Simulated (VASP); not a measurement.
# Ni (Fm-3m) in VASP: further runs

Runs on Ni. Level: PBE. Tasks: single point.

All numbers are computed with VASP 6.6.1; they aren't measurements. Logs are shortened: lines on timing, memory, paths and dates and some standing lists are left out, and cuts for length are marked.

**1. The cell of the first run**

It takes space group Fm-3m (No. 225, cubic). The conventional cell has a = 3.520 Å, b = 3.520 Å, c = 3.520 Å, α = 90.00°, β = 90.00°, γ = 90.00°. Ni (site symmetry m-3m) has 12 Ni at 2.49 Å within 3.3 Å.

**2. Single point, PBE, collinear spin, ferromagnetic start**

Input file INCAR:

```
PREC = Accurate
ENCUT = 520
EDIFF = 1E-7
ISMEAR = 0
SIGMA = 0.1
LREAL = F
LASPH = T
NELM = 150
ALGO = Fast
ISIF = 2
LWAVE = F
LCHARG = F
ISPIN = 2
MAGMOM = 0.81
LORBIT = 11
LMAXMIX = 4
GGA = PE
NBANDS = 15
```

Input file KPOINTS:

```
regular mesh
0
Gamma
  10 10 10
```

Input file POSCAR:

```
Ni
1.0
    0.0000000000      1.7599725270      1.7599725270
    1.7599725270      0.0000000000      1.7599725270
    1.7599725270      1.7599725270      0.0000000000
Ni
1
Direct
    0.0000000000      0.0000000000      0.0000000000
```

Potentials or basis: VASP PAW PBE potentials, release 64 (Ni).

Run with:

```bash
$ cat potpaw_PBE.64/Ni/POTCAR > POTCAR
$ mpirun -np 1 vasp_std > vasp.out
```

OUTCAR:

```text
PREC = Accurate
   ENCUT = 520
   EDIFF = 1E-7
   ISMEAR = 0
   LREAL = F
   LASPH = T
   NELM = 150
   ISIF = 2
   ISPIN = 2
   LORBIT = 11
   GGA = PE

 ion  position               nearest neighbor table
   1  0.000  0.000  0.000-

  LATTYP: Found a face centered cubic cell.
 ALAT       =     3.5199450540

  Lattice vectors:

 A1 = (   0.0000000000,   1.7599725270,   1.7599725270)
 A2 = (   1.7599725270,   0.0000000000,   1.7599725270)
 A3 = (   1.7599725270,   1.7599725270,   0.0000000000)

Analysis of symmetry for initial positions (statically):
=====================================================================
 Subroutine PRICEL returns:
 Original cell was already a primitive cell.

 Routine SETGRP: Setting up the symmetry group for a
 face centered cubic supercell.

 Subroutine GETGRP returns: Found 48 space group operations
 (whereof 48 operations were pure point group operations)
 out of a pool of 48 trial point group operations.

The static configuration has the point symmetry O_h .

Analysis of symmetry for dynamics (positions and initial velocities):
=====================================================================
 Subroutine PRICEL returns:
 Original cell was already a primitive cell.

 Routine SETGRP: Setting up the symmetry group for a
 face centered cubic supercell.

 Subroutine GETGRP returns: Found 48 space group operations
 (whereof 48 operations were pure point group operations)
 out of a pool of 48 trial point group operations.

The dynamic configuration has the point symmetry O_h .

Analysis of structural, dynamic, and magnetic symmetry:
=====================================================================
 Subroutine PRICEL returns:
 Original cell was already a primitive cell.

 Routine SETGRP: Setting up the symmetry group for a
 face centered cubic supercell.

 Subroutine GETGRP returns: Found 48 space group operations
 (whereof 48 operations were pure point group operations)
 out of a pool of 48 trial point group operations.

The overall configuration has the point symmetry O_h .

 Subroutine INISYM returns: Found 48 space group operations
 (whereof 48 operations are pure point group operations),
 and found     1 'primitive' translations

----------------------------------------------------------------------------------------

                                     Primitive cell

  volume of cell :      10.9030

  direct lattice vectors                    reciprocal lattice vectors
     0.000000000  1.759972527  1.759972527    -0.284095344  0.284095344  0.284095344
     1.759972527  0.000000000  1.759972527     0.284095344 -0.284095344  0.284095344
     1.759972527  1.759972527  0.000000000     0.284095344  0.284095344 -0.284095344

  length of vectors
     2.488977017  2.488977017  2.488977017     0.492067570  0.492067570  0.492067570

  position of ions in fractional coordinates (direct lattice)
     0.000000000  0.000000000  0.000000000

  ion indices of the primitive-cell ions
   primitive index   ion index
                 1           1

----------------------------------------------------------------------------------------

 KPOINTS: regular mesh

Automatic generation of k-mesh.
 Grid dimensions read from file:
 generate k-points for:   10   10   10

 Generating k-lattice:

  Cartesian coordinates                     Fractional coordinates (reciprocal lattice)
    -0.028409534  0.028409534  0.028409534     0.100000000  0.000000000  0.000000000
     0.028409534 -0.028409534  0.028409534     0.000000000  0.100000000  0.000000000
     0.028409534  0.028409534 -0.028409534     0.000000000  0.000000000  0.100000000

  Length of vectors
     0.049206757  0.049206757  0.049206757

  Shift w.r.t. Gamma in fractional coordinates (k-lattice)
     0.000000000  0.000000000  0.000000000

 Subroutine IBZKPT returns following result:
 ===========================================

 Found     47 irreducible k-points:

 Following reciprocal coordinates:
            Coordinates               Weight
  0.000000  0.000000  0.000000      1.000000
  0.100000  0.000000  0.000000      8.000000
  0.200000  0.000000  0.000000      8.000000
  0.300000  0.000000  0.000000      8.000000
  0.400000  0.000000  0.000000      8.000000
  0.500000  0.000000  0.000000      4.000000
[... 16 lines left out ...]
  0.300000  0.300000  0.000000      6.000000
  0.400000  0.300000  0.000000     24.000000
 [... further k-points ...]
   k-points           NKPTS =     47   k-points in BZ     NKDIM =     47   number of bands    NBANDS=     15
   number of dos      NEDOS =    301   number of ions     NIONS =      1
   total plane-waves  NPLWV =   8000
   dimension x,y,z NGX =    20 NGY =   20 NGZ =   20
   dimension x,y,z NGXF=    40 NGYF=   40 NGZF=   40
   ions per type =               1
   NGX,Y,Z   is equivalent  to a cutoff of  13.36, 13.36, 13.36 a.u.
   NGXF,Y,Z  is equivalent  to a cutoff of  26.72, 26.72, 26.72 a.u.
 SYSTEM =  unknown system
   PREC   = accura    normal or accurate (medium, high low for compatibility)
   ISTART =      0    job   : 0-new  1-cont  2-samecut
   ICHARG =      2    charge: 1-file 2-atom 10-const
   ISPIN  =      2    spin polarized calculation?
   LNONCOLLINEAR =      F non collinear calculations
   LSORBIT =      F    spin-orbit coupling
   LASPH  =      T    aspherical Exc in radial PAW
   ENCUT  =  520.0 eV  38.22 Ry    6.18 a.u.   4.63  4.63  4.63*2*pi/ulx,y,z
   NELM   =    150;   NELMIN=  2; NELMDL= -5     # of ELM steps
   EDIFF  = 0.1E-06   stopping-criterion for ELM
   LREAL  =      F    real-space projection
   EDIFFG = 0.1E-05   stopping-criterion for IOM
   NSW    =      0    number of steps for IOM
   IBRION =     -1    ionic relax: 0-MD 1-quasi-New 2-CG
   NFREE  =      0    steps in history (QN), initial steepest desc. (CG)
   ISIF   =      2    stress and relaxation
   ISYM   =      2    0-nonsym 1-usesym 2-fastsym
   POTIM  = 0.5000    time-step for ionic-motion
   TEBEG  =    0.0;   TEEND  =   0.0 temperature during run
   PSTRESS=    0.0 pullay stress
   NELECT =      10.0000    total number of electrons
   NUPDOWN=      -1.0000    fix difference up-down
   EMIN   =  10.00;   EMAX   =-10.00  energy-range for DOS
   EFERMI =   0.00;   METHOD = LEGACY
   ISMEAR =     0;   SIGMA  =   0.10  broadening in eV -4-tet -1-fermi 0-gaus
   EFERMI_NEDOS =   21; number of points for ismear=-14 and -15
   IALGO  =     68    algorithm
   IMIX   =      4    mixing-type and parameters
     AMIX     =   0.40;   BMIX     =  1.00
     AMIX_MAG =   1.60;   BMIX_MAG =  1.00
  volume/ion in A,a.u.               =      10.90        73.58
  Fermi-wavevector in a.u.,A,eV,Ry     =   1.590593  3.005784 34.422531  2.529985
  Thomas-Fermi vector in A             =   2.689264
   LORBIT       =     11    0 simple, 1 ext, 2 COOP (PROOUT), +10 PAW based schemes
   GGA     = PE    functional components
   LHFCALC =     F    Hartree Fock is set to
   AEXX    =    0.0000 exact exchange contribution
   IVDW    =     0    specifies the selected vdW correction
   LEPSILON=     F    determine dielectric tensor
   LRPA    =     F    only Hartree local field effects (RPA)
 spin polarized calculation
 RMM-DIIS sequential band-by-band and
 Gauss-broadening in eV      SIGMA  =   0.10
  energy-cutoff  :      520.00
  volume of cell :       10.90
 maximum number of plane-waves:       304
   NGX =  9   NGY =  9   NGZ =  9

 number of electron      10.0000009 magnetization       0.7167690

 Free energy of the ion-electron system (eV)
  ---------------------------------------------------
  ext. energy  EPLUGINS =         0.00000000
  ---------------------------------------------------
  free energy    TOTEN  =        -5.47698147 eV

  energy without entropy =       -5.46842317  energy(sigma->0) =       -5.47270232

 E-fermi :   9.3601     XC(G=0): -13.2452

 val. band max:        9.3590307036   @ k =  -0.4000   0.2000   0.0000
 cond. band min:       9.3724947481   @ k =   0.5000   0.3000   0.1000
 fundamental gap:      0.0134640445
 Fermi energy:         9.3600990582

 spin component 1

 k-point     1 :       0.0000    0.0000    0.0000
  band No.  band energies     occupation
      1       0.3415      1.00000
      2       6.8509      1.00000
      3       6.8509      1.00000
      4       6.8509      1.00000
      5       8.0343      1.00000
      6       8.0343      1.00000
      7      33.0473      0.00000
      8      36.8869      0.00000
      9      36.8869      0.00000
     10      36.8869      0.00000
     11      39.8051      0.00000
     12      39.8051      0.00000
     13      39.8051      0.00000
     14      42.7969      0.00000
     15      49.0490      0.00000

 k-point     2 :       0.1000    0.0000    0.0000
  band No.  band energies     occupation
      1       0.7293      1.00000
      2       6.7566      1.00000
      3       6.9322      1.00000
      4       6.9322      1.00000
      5       8.0026      1.00000
      6       8.0026      1.00000
      7      31.2722      0.00000
      8      34.3098      0.00000
      9      36.1204      0.00000
     10      36.1204      0.00000
     11      40.9713      0.00000
     12      40.9713      0.00000
     13      41.0226      0.00000
     14      46.0730      0.00000
     15      46.4329      0.00000
[... 365 lines left out ...]
      3       7.6856      1.00000
      4       7.9886      1.00000
      5       7.9886      1.00000
      6       8.4899      1.00000
      7      26.7636      0.00000
      8      27.0887      0.00000
      9      27.0887      0.00000
     10      29.7299      0.00000
     11      33.6584      0.00000
     12      50.5708      0.00000
     13      50.5708      0.00000
     14      52.6634      0.00000
     15      52.9137      0.00000

 k-point    24 :       0.4000    0.3000    0.0000
  band No.  band energies     occupation
      1       4.6904      1.00000
      2       5.5120      1.00000
      3       7.5677      1.00000
      4       8.1134      1.00000
      5       8.6667      1.00000
      6       9.3265      0.68291
      7      23.2663      0.00000
      8      24.3325      0.00000
      9      26.2052      0.00000
     10      30.5172      0.00000
     11      34.8774      0.00000
     12      49.6077      0.00000
     13      50.1734      0.00000
     14      55.0536      0.00000
     15      56.3616      0.00000

 [... further k-points ...]

 spin component 2

 k-point     1 :       0.0000    0.0000    0.0000
  band No.  band energies     occupation
      1       0.3247      1.00000
      2       7.7015      1.00000
      3       7.7015      1.00000
      4       7.7015      1.00000
      5       8.6965      1.00000
      6       8.6965      1.00000
      7      32.8932      0.00000
      8      36.8863      0.00000
      9      36.8863      0.00000
     10      36.8863      0.00000
     11      39.9397      0.00000
     12      39.9397      0.00000
     13      39.9397      0.00000
     14      42.6837      0.00000
     15      49.2854      0.00000

 k-point     2 :       0.1000    0.0000    0.0000
  band No.  band energies     occupation
      1       0.7133      1.00000
      2       7.5923      1.00000
      3       7.7850      1.00000
      4       7.7850      1.00000
      5       8.6641      1.00000
      6       8.6641      1.00000
      7      31.2838      0.00000
      8      34.2374      0.00000
      9      36.1767      0.00000
     10      36.1767      0.00000
     11      41.0010      0.00000
     12      41.0314      0.00000
     13      41.0314      0.00000
     14      46.0595      0.00000
     15      46.6351      0.00000
[... 365 lines left out ...]
      3       8.1339      1.00000
      4       8.8970      1.00000
      5       8.8970      1.00000
      6       9.1701      0.99639
      7      26.8404      0.00000
      8      27.1787      0.00000
      9      27.1787      0.00000
     10      29.8687      0.00000
     11      33.8470      0.00000
     12      50.5114      0.00000
     13      50.5114      0.00000
     14      52.6308      0.00000
     15      52.9558      0.00000

 k-point    24 :       0.4000    0.3000    0.0000
  band No.  band energies     occupation
      1       4.9396      1.00000
      2       6.2319      1.00000
      3       8.1695      1.00000
      4       8.9224      1.00000
      5       9.4665      0.06619
      6       9.9270      0.00000
      7      23.3922      0.00000
      8      24.4682      0.00000
      9      26.2802      0.00000
     10      30.6507      0.00000
     11      35.0247      0.00000
     12      49.6138      0.00000
     13      50.1378      0.00000
     14      55.0924      0.00000
     15      56.3474      0.00000

 [... further k-points ...]

------------------------ aborting loop because EDIFF is reached ----------------------------------------

  FORCE on cell =-STRESS in cart. coord.  units (eV):
  Direction    XX          YY          ZZ          XY          YZ          ZX
  --------------------------------------------------------------------------------------
  -------------------------------------------------------------------------------------
  Total        0.0168703      0.0168703      0.0168703      0.0000000      0.0000000      0.0000000
  in kB        2.4790578      2.4790578      2.4790578      0.0000000      0.0000000      0.0000000
  external PRESSURE =       2.4790578 kB  Pullay stress =       0.0000000 kB

 VOLUME and BASIS-vectors are now :
 -----------------------------------------------------------------------------
  energy-cutoff  :      520.00
  volume of cell :       10.90
      direct lattice vectors                 reciprocal lattice vectors
     0.000000000  1.759972527  1.759972527    -0.284095344  0.284095344  0.284095344
     1.759972527  0.000000000  1.759972527     0.284095344 -0.284095344  0.284095344
     1.759972527  1.759972527  0.000000000     0.284095344  0.284095344 -0.284095344

 POSITION                                       TOTAL-FORCE (eV/Angst)
 -----------------------------------------------------------------------------------
      0.00000      0.00000      0.00000         0.000000      0.000000     -0.000000
 -----------------------------------------------------------------------------------
    total drift:                                0.000000      0.000000      0.000000

  FREE ENERGIE OF THE ION-ELECTRON SYSTEM (eV)
  ---------------------------------------------------
  free  energy   TOTEN  =        -5.4769814750 eV

  energy  without entropy=       -5.4684231728  energy(sigma->0) =       -5.47270232

 total charge

# of ion       s       p       d       tot
------------------------------------------
    1        0.499   0.499   8.307   9.305

 magnetization (x)

# of ion       s       p       d       tot
------------------------------------------
    1       -0.003  -0.022   0.752   0.727
```

Run time: 24 s. Hardware: 1 thread of Intel Xeon Platinum 8259CL at 2.50GHz (Skylake/Cascade Lake), shared host; peak memory 0.14 GiB.

Results:

```
Free energy                                           : -5.4770 eV
Pressure                                              : 0.2 GPa
Net moment                                            : 0.72 μB per cell
Site moments                                          : Ni +0.73 μB
Valence electrons inside the program's atomic spheres : Ni 9.30
```

**3. Single point, PBE, collinear spin, ferromagnetic start**

Input file INCAR:

```
  ALGO = Fast
  EDIFF = 1E-7
  ENCUT = 520
  GGA = PE
  ISIF = 2
  ISMEAR = 0
  ISPIN = 2
  LASPH = True
  LCHARG = False
  LMAXMIX = 4
  LORBIT = 11
  LREAL = False
  LWAVE = False
  MAGMOM = 0.84
  NBANDS = 15
  NELM = 150
  PREC = Accurate
  SIGMA = 0.1
```

Input file KPOINTS:

```
k-points
0
Gamma
  20 20 20
```

Input file POSCAR:

```
Ni
1.0
    0.0000000000      1.7592398735      1.7592398735
    1.7592398735      0.0000000000      1.7592398735
    1.7592398735      1.7592398735      0.0000000000
Ni
1
Direct
    0.0000000000      0.0000000000      0.0000000000
```

Potentials or basis: VASP PAW PBE potentials, release 64 (Ni).

Run with:

```bash
$ cat potpaw_PBE.64/Ni/POTCAR > POTCAR
$ mpirun -np 1 vasp_std > vasp.out
```

Run time: 2 min. Hardware: 1 thread of Intel Xeon Platinum 8259CL at 2.50GHz (Skylake/Cascade Lake), shared host; peak memory 0.17 GiB.

Results (log left out):

* Free energy: -5.4751 eV
* Pressure: -0.1 GPa
* Net moment: 0.63 μB per cell
* Site moments: Ni +0.64 μB
* Valence electrons inside the program's atomic spheres: Ni 9.31

Levels at points of the mesh, in eV from the Fermi level:
Spin up:
```
           k point  band 3  band 4  band 5  band 6  band 7  band 8
(0.00, 0.00, 0.00)   -2.44   -2.44   -1.26   -1.26   23.72   27.57
(0.50, 0.00, 0.00)   -2.42   -0.61   -0.61   -0.29    5.65   22.21
(0.50, 0.50, 0.00)   -0.55   -0.48   -0.48    2.45    9.21   14.82
```
Spin down:
| k point | band 2 | band 3 | band 4 | band 5 | band 6 | band 7 | band 8 | band 9 |
| --- | --- | --- | --- | --- | --- | --- | --- | --- |
| (0.00, 0.00, 0.00) | -1.68 | -1.68 | -1.68 | -0.67 | -0.67 | 23.55 | 27.55 | 27.55 |
| (0.50, 0.00, 0.00) | -1.80 | -1.80 | -0.35 | 0.15 | 0.15 | 6.08 | 22.06 | 24.74 |
| (0.50, 0.50, 0.00) | -3.58 | 0.06 | 0.39 | 0.39 | 2.40 | 9.45 | 14.82 | 14.82 |
